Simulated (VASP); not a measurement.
# SiC (Moissanite 3C) (F-43m) in VASP: further runs

The runs below take SiC (Moissanite 3C) through relaxation of cell and atoms, with PBE.

Program: VASP 6.6.1. These are calculated values, not measurements. Logs are shortened: lines on timing, memory, paths and dates and some standing lists are left out, and cuts for length are marked.

**1. The cell of the first run**

It takes space group F-43m (No. 216, cubic). Conventional cell: a = 4.358 Å, b = 4.358 Å, c = 4.358 Å, α = 90.00°, β = 90.00°, γ = 90.00°. Within 2.5 Å of Si (site symmetry -43m) lie 4 C at 1.89 Å. Within 2.5 Å of C (site symmetry -43m) lie 4 Si at 1.89 Å.

**2. Relaxation of cell and atoms, PBE**

The input, INCAR:

```
SYSTEM = SiC
PREC = Accurate ; ENCUT = 600
EDIFF = 1E-6 ; ISMEAR = 0
SIGMA = 0.01 ; LREAL = .False.
LASPH = .True. ; NELM = 80
ALGO = Normal ; ISIF = 3
LWAVE = .False. ; LCHARG = .False.
GGA = PE ; IBRION = 2
NSW = 80 ; EDIFFG = -0.02
```

The input, KPOINTS:

```
regular mesh
0
Gamma
  8 8 8
  0 0 0
```

The input, POSCAR:

```
SiC
1.0
    0.0000000000      2.1790000000      2.1790000000
    2.1790000000      0.0000000000      2.1790000000
    2.1790000000      2.1790000000      0.0000000000
Si C
1 1
Direct
    0.0000000000      0.0000000000      0.0000000000
    0.2500000000      0.2500000000      0.2500000000
```

Potentials or basis: VASP PAW PBE potentials, release 64 (Si, C).

Launch:

```console
$ cat potpaw_PBE.64/Si/POTCAR potpaw_PBE.64/C/POTCAR > POTCAR
$ mpirun -np 1 vasp_std > vasp.out
```

OUTCAR:

```text
SYSTEM = SiC
   PREC = Accurate
   ENCUT = 600
   EDIFF = 1E-6
   ISMEAR = 0
   LREAL = .False.
   LASPH = .True.
   NELM = 80
   ISIF = 3
   GGA = PE
   IBRION = 2
   NSW = 80
   EDIFFG = -0.02

 ion  position               nearest neighbor table
   1  0.000  0.000  0.000-   2 1.89   2 1.89   2 1.89   2 1.89
   2  0.250  0.250  0.250-   1 1.89   1 1.89   1 1.89   1 1.89

  LATTYP: Found a face centered cubic cell.
 ALAT       =     4.3580000000

  Lattice vectors:

 A1 = (   0.0000000000,   2.1790000000,   2.1790000000)
 A2 = (   2.1790000000,   0.0000000000,   2.1790000000)
 A3 = (   2.1790000000,   2.1790000000,   0.0000000000)

Analysis of symmetry for initial positions (statically):
=====================================================================
 Subroutine PRICEL returns:
 Original cell was already a primitive cell.

 Routine SETGRP: Setting up the symmetry group for a
 face centered cubic supercell.

 Subroutine GETGRP returns: Found 24 space group operations
 (whereof 24 operations were pure point group operations)
 out of a pool of 48 trial point group operations.

The static configuration has the point symmetry T_d .

Analysis of symmetry for dynamics (positions and initial velocities):
=====================================================================
 Subroutine PRICEL returns:
 Original cell was already a primitive cell.

 Routine SETGRP: Setting up the symmetry group for a
 face centered cubic supercell.

 Subroutine GETGRP returns: Found 24 space group operations
 (whereof 24 operations were pure point group operations)
 out of a pool of 48 trial point group operations.

The dynamic configuration has the point symmetry T_d .

 Subroutine INISYM returns: Found 24 space group operations
 (whereof 24 operations are pure point group operations),
 and found     1 'primitive' translations

----------------------------------------------------------------------------------------

                                     Primitive cell

  volume of cell :      20.6920

  direct lattice vectors                    reciprocal lattice vectors
     0.000000000  2.179000000  2.179000000    -0.229463056  0.229463056  0.229463056
     2.179000000  0.000000000  2.179000000     0.229463056 -0.229463056  0.229463056
     2.179000000  2.179000000  0.000000000     0.229463056  0.229463056 -0.229463056

  length of vectors
     3.081571352  3.081571352  3.081571352     0.397441672  0.397441672  0.397441672

  position of ions in fractional coordinates (direct lattice)
     0.000000000  0.000000000  0.000000000
     0.250000000  0.250000000  0.250000000

  ion indices of the primitive-cell ions
   primitive index   ion index
                 1           1
                 2           2

----------------------------------------------------------------------------------------

 KPOINTS: regular mesh

Automatic generation of k-mesh.
 Grid dimensions read from file:
 generate k-points for:    8    8    8

 Generating k-lattice:

  Cartesian coordinates                     Fractional coordinates (reciprocal lattice)
    -0.028682882  0.028682882  0.028682882     0.125000000  0.000000000  0.000000000
     0.028682882 -0.028682882  0.028682882     0.000000000  0.125000000  0.000000000
     0.028682882  0.028682882 -0.028682882     0.000000000  0.000000000  0.125000000

  Length of vectors
     0.049680209  0.049680209  0.049680209

  Shift w.r.t. Gamma in fractional coordinates (k-lattice)
     0.000000000  0.000000000  0.000000000

 Subroutine IBZKPT returns following result:
 ===========================================

 Found     29 irreducible k-points:

 Following reciprocal coordinates:
            Coordinates               Weight
  0.000000  0.000000  0.000000      1.000000
  0.125000  0.000000  0.000000      8.000000
  0.250000  0.000000  0.000000      8.000000
  0.375000  0.000000  0.000000      8.000000
  0.500000  0.000000  0.000000      4.000000
  0.125000  0.125000  0.000000      6.000000
[... 16 lines left out ...]
  0.500000  0.250000  0.125000     48.000000
 -0.375000  0.250000  0.125000     24.000000
 [... further k-points ...]
   k-points           NKPTS =     29   k-points in BZ     NKDIM =     29   number of bands    NBANDS=      8
   number of dos      NEDOS =    301   number of ions     NIONS =      2
   total plane-waves  NPLWV =  21952
   dimension x,y,z NGX =    28 NGY =   28 NGZ =   28
   dimension x,y,z NGXF=    56 NGYF=   56 NGZF=   56
   ions per type =               1   1
   NGX,Y,Z   is equivalent  to a cutoff of  15.11, 15.11, 15.11 a.u.
   NGXF,Y,Z  is equivalent  to a cutoff of  30.21, 30.21, 30.21 a.u.
 SYSTEM =  SiC
   PREC   = accura    normal or accurate (medium, high low for compatibility)
   ISTART =      0    job   : 0-new  1-cont  2-samecut
   ICHARG =      2    charge: 1-file 2-atom 10-const
   ISPIN  =      1    spin polarized calculation?
   LNONCOLLINEAR =      F non collinear calculations
   LSORBIT =      F    spin-orbit coupling
   LASPH  =      T    aspherical Exc in radial PAW
   ENCUT  =  600.0 eV  44.10 Ry    6.64 a.u.   6.15  6.15  6.15*2*pi/ulx,y,z
   NELM   =     80;   NELMIN=  2; NELMDL= -5     # of ELM steps
   EDIFF  = 0.1E-05   stopping-criterion for ELM
   LREAL  =      F    real-space projection
   EDIFFG = -.2E-01   stopping-criterion for IOM
   NSW    =     80    number of steps for IOM
   IBRION =      2    ionic relax: 0-MD 1-quasi-New 2-CG
   NFREE  =      1    steps in history (QN), initial steepest desc. (CG)
   ISIF   =      3    stress and relaxation
   ISYM   =      2    0-nonsym 1-usesym 2-fastsym
   POTIM  = 0.5000    time-step for ionic-motion
   TEBEG  =    0.0;   TEEND  =   0.0 temperature during run
   PSTRESS=    0.0 pullay stress
   NELECT =       8.0000    total number of electrons
   NUPDOWN=      -1.0000    fix difference up-down
   EMIN   =  10.00;   EMAX   =-10.00  energy-range for DOS
   EFERMI =   0.00;   METHOD = LEGACY
   ISMEAR =     0;   SIGMA  =   0.01  broadening in eV -4-tet -1-fermi 0-gaus
   EFERMI_NEDOS =   21; number of points for ismear=-14 and -15
   IALGO  =     38    algorithm
   IMIX   =      4    mixing-type and parameters
     AMIX     =   0.40;   BMIX     =  1.00
     AMIX_MAG =   1.60;   BMIX_MAG =  1.00
  volume/ion in A,a.u.               =      10.35        69.82
  Fermi-wavevector in a.u.,A,eV,Ry     =   1.192626  2.253736 19.352338  1.422357
  Thomas-Fermi vector in A             =   2.328660
   LORBIT       =      0    0 simple, 1 ext, 2 COOP (PROOUT), +10 PAW based schemes
   GGA     = PE    functional components
   LHFCALC =     F    Hartree Fock is set to
   AEXX    =    0.0000 exact exchange contribution
   IVDW    =     0    specifies the selected vdW correction
   LEPSILON=     F    determine dielectric tensor
   LRPA    =     F    only Hartree local field effects (RPA)
 conjugate gradient relaxation of ions
 non-spin polarized calculation
 Gauss-broadening in eV      SIGMA  =   0.01
  energy-cutoff  :      600.00
  volume of cell :       20.69
 maximum number of plane-waves:       701
 NGX is ok and might be reduce to    28
   NGX = 13   NGY = 13   NGZ = 13

--------------------------------------- Ionic step        1  -------------------------------------------

 number of electron       8.0000000 magnetization

 Free energy of the ion-electron system (eV)
  ---------------------------------------------------
  ext. energy  EPLUGINS =         0.00000000
  ---------------------------------------------------
  free energy    TOTEN  =       -15.05806663 eV

  energy without entropy =      -15.05806663  energy(sigma->0) =      -15.05806663

------------------------ aborting loop because EDIFF is reached ----------------------------------------

  FORCE on cell =-STRESS in cart. coord.  units (eV):
  Direction    XX          YY          ZZ          XY          YZ          ZX
  --------------------------------------------------------------------------------------
  -------------------------------------------------------------------------------------
  Total        0.3987103      0.3987103      0.3987103     -0.0000000      0.0000000     -0.0000000
  in kB       30.8721100     30.8721100     30.8721100     -0.0000000      0.0000000     -0.0000000
  external PRESSURE =      30.8721100 kB  Pullay stress =       0.0000000 kB
[... 57 lines left out ...]
  energy  without entropy=      -15.0579047108  energy(sigma->0) =      -15.05790471

--------------------------------------- Ionic step        3  -------------------------------------------

 number of electron       8.0000000 magnetization

 Free energy of the ion-electron system (eV)
  ---------------------------------------------------
  ext. energy  EPLUGINS =         0.00000000
  ---------------------------------------------------
  free energy    TOTEN  =       -15.06084703 eV

  energy without entropy =      -15.06084703  energy(sigma->0) =      -15.06084703

 E-fermi :   8.0132     XC(G=0): -11.2943

 val. band max:        7.9497497022   @ k =   0.0000   0.0000   0.0000
 cond. band min:       9.3195157181   @ k =   0.5000   0.5000   0.0000
 fundamental gap:      1.3697660159
 Fermi energy:         8.0132055517

 k-point     1 :       0.0000    0.0000    0.0000
  band No.  band energies     occupation
      1      -7.3435      2.00000
      2       7.9497      2.00000
      3       7.9497      2.00000
      4       7.9497      2.00000
      5      14.0182      0.00000
      6      15.1597      0.00000
      7      15.1597      0.00000
      8      15.1597      0.00000
[... 243 lines left out ...]
 k-point    24 :      -0.3750    0.2500    0.1250
  band No.  band energies     occupation
      1      -3.1881      2.00000
      2       0.1864      2.00000
      3       4.2648      2.00000
      4       5.7120      2.00000
      5      13.1681      0.00000
      6      15.1270      0.00000
      7      17.9805      0.00000
      8      18.8309      0.00000

 [... further k-points ...]

------------------------ aborting loop because EDIFF is reached ----------------------------------------

  FORCE on cell =-STRESS in cart. coord.  units (eV):
  Direction    XX          YY          ZZ          XY          YZ          ZX
  --------------------------------------------------------------------------------------
  -------------------------------------------------------------------------------------
  Total        0.0010316      0.0010316      0.0010316      0.0000000      0.0000000      0.0000000
  in kB        0.0787570      0.0787570      0.0787570      0.0000000      0.0000000      0.0000000
  external PRESSURE =       0.0787570 kB  Pullay stress =       0.0000000 kB
[... 17 lines left out ...]
  FREE ENERGIE OF THE ION-ELECTRON SYSTEM (eV)
  ---------------------------------------------------
  free  energy   TOTEN  =       -15.0608470335 eV

  energy  without entropy=      -15.0608470335  energy(sigma->0) =      -15.06084703

 reached required accuracy - stopping structural energy minimisation
```

Run time: 17 s. Hardware: 1 thread of AMD EPYC 7R43 (Zen 3), shared host; peak memory 0.11 GiB.

What came out:

| Property | Result |
| --- | --- |
| Free energy | -15.0608 eV |
| Relaxed volume | 10.49 Å³/atom |
| Relaxed cell | a = 3.096 Å, b = 3.096 Å, c = 3.096 Å, α = 60.00°, β = 60.00°, γ = 60.00° |
| Space group after relaxing (to 0.05 Å) | F-43m (No. 216) |
| Energy gained by relaxing | 1.4 meV/atom |
| Ionic steps | 3 |
| Pressure after relaxing | 0.0 GPa |
| Band gap on the k mesh | 1.37 eV, indirect (least direct gap 4.53 eV) |

Step by step:
```
step  energy change (eV)  largest force (eV/Å)  pressure (GPa)  volume (Å³)
   1              0.0000                0.0000            3.09        20.69
   2              0.0002                0.0000           -3.01        21.29
   3             -0.0028                0.0000            0.01        20.99
```

Final structure:
```
CELL_PARAMETERS angstrom
0.00000 2.18926 2.18926
2.18926 0.00000 2.18926
2.18926 2.18926 0.00000
ATOMIC_POSITIONS crystal
Si 0.00000 0.00000 0.00000
C 0.25000 0.25000 0.25000
```

A k mesh can miss the band edges. PBE usually gives volumes a little too large and moduli too small.

**3. Relaxation of cell and atoms, PBE, target pressure 2 GPa, at which the enthalpy is minimised**

The input, INCAR:

```
PREC = Accurate
ENCUT = 600
EDIFF = 1E-6
ISMEAR = 0
SIGMA = 0.01
LREAL = F
LASPH = T
NELM = 60
ALGO = Normal
ISIF = 3
LWAVE = F
LCHARG = F
GGA = PE
IBRION = 2
NSW = 80
EDIFFG = -0.02
PSTRESS = 20.0
```

The input, KPOINTS:

```
regular mesh
0
Gamma
  8 8 8
```

POSCAR is that of step 2.

Potentials or basis: VASP PAW PBE potentials, release 64 (Si, C).

Launch:

```console
$ cat potpaw_PBE.64/Si/POTCAR potpaw_PBE.64/C/POTCAR > POTCAR
$ mpirun -np 1 vasp_std > vasp.out
```

OUTCAR:

```text
PREC = Accurate
   ENCUT = 600
   EDIFF = 1E-6
   ISMEAR = 0
   LREAL = F
   LASPH = T
   NELM = 60
   ISIF = 3
   GGA = PE
   IBRION = 2
   NSW = 80
   EDIFFG = -0.02
   PSTRESS = 20.0

 ion  position               nearest neighbor table
   1  0.000  0.000  0.000-   2 1.89   2 1.89   2 1.89   2 1.89
   2  0.250  0.250  0.250-   1 1.89   1 1.89   1 1.89   1 1.89

  LATTYP: Found a face centered cubic cell.
 ALAT       =     4.3580000000

  Lattice vectors:

 A1 = (   0.0000000000,   2.1790000000,   2.1790000000)
 A2 = (   2.1790000000,   0.0000000000,   2.1790000000)
 A3 = (   2.1790000000,   2.1790000000,   0.0000000000)

Analysis of symmetry for initial positions (statically):
=====================================================================
[... 259 lines left out ...]

 E-fermi :   8.1394     XC(G=0): -11.3348

 val. band max:        8.0533510991   @ k =   0.0000   0.0000   0.0000
 cond. band min:       9.4144940301   @ k =   0.5000   0.5000   0.0000
 fundamental gap:      1.3611429311
 Fermi energy:         8.1393834268

 k-point     1 :       0.0000    0.0000    0.0000
  band No.  band energies     occupation
      1      -7.3125      2.00000
      2       8.0534      2.00000
      3       8.0534      2.00000
      4       8.0534      2.00000
      5      14.2304      0.00000
      6      15.3272      0.00000
      7      15.3272      0.00000
      8      15.3272      0.00000
[... 243 lines left out ...]
 k-point    24 :      -0.3750    0.2500    0.1250
  band No.  band energies     occupation
      1      -3.1180      2.00000
      2       0.2486      2.00000
      3       4.3535      2.00000
      4       5.8025      2.00000
      5      13.2914      0.00000
      6      15.2955      0.00000
      7      18.1620      0.00000
      8      19.0128      0.00000

 [... further k-points ...]

------------------------ aborting loop because EDIFF is reached ----------------------------------------

  FORCE on cell =-STRESS in cart. coord.  units (eV):
  Direction    XX          YY          ZZ          XY          YZ          ZX
  --------------------------------------------------------------------------------------
  -------------------------------------------------------------------------------------
  Total        0.2610290      0.2610290      0.2610290      0.0000000     -0.0000000      0.0000000
  in kB       20.1145051     20.1145051     20.1145051      0.0000000     -0.0000000      0.0000000
  external PRESSURE =       0.1145051 kB  Pullay stress =      20.0000000 kB
[... 21 lines left out ...]
  energy  without entropy=      -15.0596447394  energy(sigma->0) =      -15.05964474

  enthalpy is  TOTEN    =       -14.8001016663 eV   P V=        0.2595430731

 reached required accuracy - stopping structural energy minimisation
```

CONTCAR:

```text
SiC
   1.00000000000000
     0.0000000000000000    2.1824954377394663    2.1824954377394663
     2.1824954377394663    0.0000000000000000    2.1824954377394663
     2.1824954377394663    2.1824954377394663   -0.0000000000000000
  Si              C
     1     1
Direct
     0.0000000000000000    0.0000000000000000    0.0000000000000000
     0.2500000000000000    0.2500000000000000    0.2500000000000000

  0.00000000E+00  0.00000000E+00  0.00000000E+00
  0.00000000E+00  0.00000000E+00  0.00000000E+00
```

Wall time 15 s (1 thread of AMD EPYC 7R43 (Zen 3), shared host); peak memory 0.12 GiB.

What came out:

* Free energy: -15.0596 eV
* Relaxed volume: 10.40 Å³/atom
* Relaxed cell: a = 3.087 Å, b = 3.087 Å, c = 3.087 Å, α = 60.00°, β = 60.00°, γ = 60.00°
* Space group after relaxing (to 0.05 Å): F-43m (No. 216)
* Energy change on relaxing (the enthalpy is what falls): -0.8 meV/atom
* Ionic steps: 3
* Pressure after relaxing: 2.0 GPa
* Band gap on the k mesh: 1.36 eV, indirect (least direct gap 4.54 eV)

The path:
```csv
step,energy change (eV),largest force (eV/Å),pressure (GPa),volume (Å³)
1,0.0000,0.0000,3.09,20.69
2,-0.0026,0.0000,0.85,20.90
3,-0.0016,0.0000,2.01,20.79
```

Final structure:
```xyz
2
Lattice="0.0000 2.1825 2.1825 2.1825 0.0000 2.1825 2.1825 2.1825 0.0000" Properties=species:S:1:pos:R:3 pbc="T T T"
Si    0.0000    0.0000    0.0000
C     1.0912    1.0912    1.0912
```

Caveat: the cell is relaxed towards a set pressure, so the enthalpy falls and the energy may rise. A k mesh can miss the band edges.

**4. Relaxation of cell and atoms, PBE, target pressure 4 GPa, at which the enthalpy is minimised**

Edit INCAR of step 3 so:

```diff
@@ -7,3 +7,3 @@
 LASPH = T
-NELM = 60
+NELM = 80
 ALGO = Normal
@@ -16,2 +16,2 @@
 EDIFFG = -0.02
-PSTRESS = 20.0
+PSTRESS = 40.0
```

The input, KPOINTS:

```
Automatic mesh
0
Gamma
  8 8 8
```

POSCAR is that of step 3.

Launch:

```console
$ cat potpaw_PBE.64/Si/POTCAR potpaw_PBE.64/C/POTCAR > POTCAR
$ mpirun -np 1 vasp_std > vasp.out
```

Wall time 16 s (1 thread of AMD EPYC 7R43 (Zen 3), shared host); peak memory 0.12 GiB.

It converged, with:

```yaml
Free_energy: -15.0562 eV
Relaxed_volume: 10.30 Å³/atom
Relaxed_cell: a = 3.077 Å, b = 3.077 Å, c = 3.077 Å, α = 60.00°, β = 60.00°, γ = 60.00°
Space_group_after_relaxing_to_0.05_Å: F-43m (No. 216)
Energy_change_on_relaxing_the_enthalpy_is_what_falls: +0.9 meV/atom
Ionic_steps: 3
Pressure_after_relaxing: 4.0 GPa
Band_gap_on_the_k_mesh: 1.35 eV, indirect (least direct gap 4.55 eV)
```

The path:
```
step  energy change (eV)  largest force (eV/Å)  pressure (GPa)  volume (Å³)
   1              0.0000                0.0000            3.09        20.69
   2              0.0044                0.0000            5.03        20.52
   3              0.0019                0.0000            4.01        20.61
```

Final structure:
```xyz
2
Lattice="0.0000 2.1760 2.1760 2.1760 0.0000 2.1760 2.1760 2.1760 0.0000" Properties=species:S:1:pos:R:3 pbc="T T T"
Si    0.0000    0.0000    0.0000
C     1.0880    1.0880    1.0880
```

Levels at points of the mesh, in eV from the valence-band top:
```csv
k point,band 1,band 2,band 3,band 4,band 5,band 6,band 7,band 8
"(0.00, 0.00, 0.00)",-15.44,0.00,0.00,0.00,6.28,7.34,7.34,7.34
"(0.50, 0.00, 0.00)",-11.85,-8.56,-1.05,-1.05,5.47,7.24,7.24,10.08
"(0.50, 0.50, 0.00)",-10.40,-7.81,-3.19,-3.19,1.35,4.34,14.08,14.08
```

Caveat: the cell is relaxed towards a set pressure, so the enthalpy falls and the energy may rise. A k mesh can miss the band edges.

(Continued in part 2 of 2.)
